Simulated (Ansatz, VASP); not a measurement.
## Two plane-wave programs on Ga2PN

File INCAR:

```
SYSTEM = Ga2PN
PREC     = Accurate       ! precision mode
ENCUT    = 520            ! plane-wave cutoff, eV
EDIFF    = 1E-7           ! SCF threshold, eV
ISMEAR   = -1             ! smearing method
SIGMA    = 0.02           ! smearing width, eV
LREAL    = .FALSE.        ! projectors in reciprocal space
LASPH    = .TRUE.         ! aspherical terms in the spheres
NELM     = 150            ! most SCF steps
ALGO     = Normal         ! electronic algorithm
ISIF     = 2              ! what is computed and relaxed
LWAVE    = .FALSE.        ! write WAVECAR
LCHARG   = .FALSE.        ! write CHGCAR
MAGMOM   = 0 0 0 0 0 0 0 0 0 0 0 0 ! initial moments
LORBIT   = 11             ! projections on sites
LSORBIT  = .TRUE.         ! spin-orbit coupling
GGA_COMPAT= .FALSE.      
LORBMOM  = .TRUE.       
GGA      = PE             ! functional
NBANDS   = 50             ! bands
```

Contents of KPOINTS:

```
Automatic mesh
0
G
  10 10 10
  0 0 0
```

The input POSCAR:

```
Ga2PN
1.0
    1.6262522523      0.9389171755      5.6465979920
   -1.6262522523      0.9389171755      5.6465979920
    0.0000000000     -1.8778343514      5.6465979920
N P Ga
1 1 2
Direct
    1.0000000000      0.0000000000      0.0000000000
    0.5000000000      0.5000000000      0.5000000000
    0.2629671322      0.2629671322      0.2629671322
    0.7370328678      0.7370328678      0.7370328678
```

Input for Ansatz:

```yaml
crystal:
  lattice:
    - [1.6262522523, 0.9389171755, 5.646597992]
    - [-1.6262522523, 0.9389171755, 5.646597992]
    - [0.0, -1.8778343514, 5.646597992]
  atoms:
    - { symbol: "N", position: [1.0, 0.0, 0.0] }
    - { symbol: P, position: [0.5, 0.5, 0.5] }
    - { symbol: Ga, position: [0.2629671322, 0.2629671322, 0.2629671322] }
    - { symbol: Ga, position: [0.7370328678, 0.7370328678, 0.7370328678] }
kpoints:
  mp_grid: { grid: [10, 10, 10] }
  band_path:
    path:
      - [0.0, 0.0, 0.0]
      - [0.5, 0.5, 0.5]
      - [0.8149006072, 0.1850993928, 0.5]
      - [0.5, -0.1850993928, 0.1850993928]
      - [0.5, 0.0, 0.0]
      - [0.3425496964, -0.3425496964, 0.0]
      - [0.6574503036, 0.0, 0.3425496964]
      - [0.5, 0.0, 0.5]
      - [0.5629801214, 0.0, 0.4370198786]
    npoints: 1
hamiltonian:
  xc: pbe
scf:
  occupations: { method: fermi_dirac, width: 0.02 }
  n_extra_bands: 10
magnetization:
  noncollinear: true
  spin_orbit: true
output:
  forces: true
  stress: true
  eigenvalues: true
```

Alike in both runs: task single point; functional PBE; k mesh 10 × 10 × 10; occupations fermi-dirac, width 0.02 eV; non-collinear spin, spin-orbit coupling.

|  | VASP | Ansatz |
| --- | --- | --- |
| version | VASP 6.6.1 | Ansatz 0.2.0 |
| potentials or method | VASP PAW PBE potentials, release 64 (N, P, Ga_d) | plane waves, PAW |
| plane-wave cutoff (eV) | 520 | 420 |
| valence electrons in the cell | 36 | 36 |

Ansatz gave:

```
pressure (GPa)                                                : 4.5
traceless stress, the component that is largest in VASP (GPa) : 2.25
rms of the force components (eV/Å)                            : 0.060
```

**Question.** Estimate VASP's values.

**Answer.** Pressure (GPa): 4.7; traceless stress, the component that is largest in VASP (GPa): 2.27; rms of the force components (eV/Å): 0.049.

Atom by atom the forces differ by 0.011 eV/Å (rms over components).
